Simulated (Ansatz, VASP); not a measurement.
## Two plane-wave programs on BeS

File POSCAR:

```
BeS
1.0
    0.0000000000      2.3172971969      2.3172971969
    2.3172971969      0.0000000000      2.3172971969
    2.3172971969      2.3172971969      0.0000000000
Be S
1 1
Direct
    0.0000000000      0.0000000000      0.0000000000
    0.5000000000      0.5000000000      0.5000000000
```

The input INCAR.step1:

```
PREC = Accurate
ENCUT = 520
EDIFF = 1E-5
ISMEAR = 0
SIGMA = 0.01
LREAL = False
LASPH = True
NELM = 80
ALGO = Normal
ISIF = 2
LWAVE = True
LCHARG = False
NBANDS = 11
GGA = PE
```

Contents of INCAR.step2:

```
PREC = Accurate
ENCUT = 520
EDIFF = 1E-6
ISMEAR = 0
SIGMA = 0.01
LREAL = False
LASPH = True
NELM = 80
ALGO = Normal
ISIF = 2
LWAVE = False
LCHARG = False
GGA = PE
LHFCALC = True
AEXX = 0.75
HFSCREEN = 0.5
PRECFOCK = Normal
NBANDS = 11
ISTART = 1
```

Contents of KPOINTS:

```
Automatic mesh
0
Gamma
  4 4 4
```

Input for Ansatz:

```yaml
crystal:
  lattice:
    - [0.0, 2.3172971969, 2.3172971969]
    - [2.3172971969, 0.0, 2.3172971969]
    - [2.3172971969, 2.3172971969, 0.0]
  atoms:
    - { symbol: Be, position: [0.0, 0.0, 0.0] }
    - { symbol: S, position: [0.5, 0.5, 0.5] }
kpoints:
  mp_grid: { grid: [4, 4, 4] }
hamiltonian:
  xc: { exchange: pbe, correlation: pbe, exx: { coeff: 0.75, omega: 0.5 } }
scf:
  occupations: { method: fixed }
  n_extra_bands: 4
output:
  forces: true
  stress: true
  eigenvalues: true
```

Alike in both runs: task single point; functional PBE-based screened hybrid; k mesh 4 × 4 × 4; no spin polarisation.

|  | VASP | Ansatz |
| --- | --- | --- |
| version | VASP 6.6.1 | Ansatz 0.2.0 |
| potentials or method | VASP PAW PBE potentials, release 64 (Be, S) | plane waves |
| plane-wave cutoff (eV) | 520 | 420 |
| occupations | gaussian, width 0.01 eV | fixed |
| valence electrons in the cell | 8 | 8 |

VASP gave:

- gap on the k mesh at the Fermi level (eV): 2.29
- pressure (GPa): -2.2

Problem. What did Ansatz give for the same quantities?

Solution. gap on the k mesh at the Fermi level (eV): 2.33; pressure (GPa): -1.8.

VASP's potentials were made for PBE, not for PBE-based screened hybrid. Ansatz's warnings: stress exchange threshold loose, stress scf threshold loose.

The k mesh is coarse, so the values compare programs but aren't converged.
